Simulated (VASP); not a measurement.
MnSn2, 6 atoms in the cell. The structure is tetragonal, space group I4/mcm (No. 140). Conventional cell: a = 6.366 Å, b = 6.366 Å, c = 5.221 Å, α = 90.00°, β = 90.00°, γ = 90.00°. Mn (site symmetry 422) has 2 Mn at 2.61 Å and 8 Sn at 2.72 Å within 3.4 Å. Within 3.6 Å of Sn (site symmetry m2m) lie 4 Mn at 2.72 Å and 11 Sn at 2.95 to 3.37 Å. 

* Program: VASP 6.6.1
* Task: single point
* Functional: PBEsol
* Potentials or basis: VASP PAW PBE potentials, release 64 (Mn_pv, Sn_d)
* Cutoff: 520 eV
* k mesh: 8 × 8 × 8
* Occupations: gaussian, width 0.1 eV
* Spin: collinear spin, ferromagnetic start
* Starting moments: [2.44, 2.44, 0.0, 0.0, 0.0, 0.0] μB
* Dipole correction: no
* Further INCAR settings: ALGO = Fast; EDIFF = 1e-06; NBANDS = 54

Potentials or basis: VASP PAW PBE potentials, release 64 (Mn_pv, Sn_d).

Launch:

```bash
$ cat potpaw_PBE.64/Mn_pv/POTCAR potpaw_PBE.64/Sn_d/POTCAR > POTCAR
$ mpirun -np 4 vasp_std > vasp.out
```

Hardware: 4 MPI ranks on AMD EPYC 7R13 Processor (Zen 3), with other jobs on the host.

Question: Estimate the wall time of this run.

Answer: Wall time 4.4 min on 4 MPI ranks on AMD EPYC 7R13 Processor (Zen 3), with other jobs on the host, peak memory 0.58 GiB a rank. Counts: scf iterations 16, k points 59.
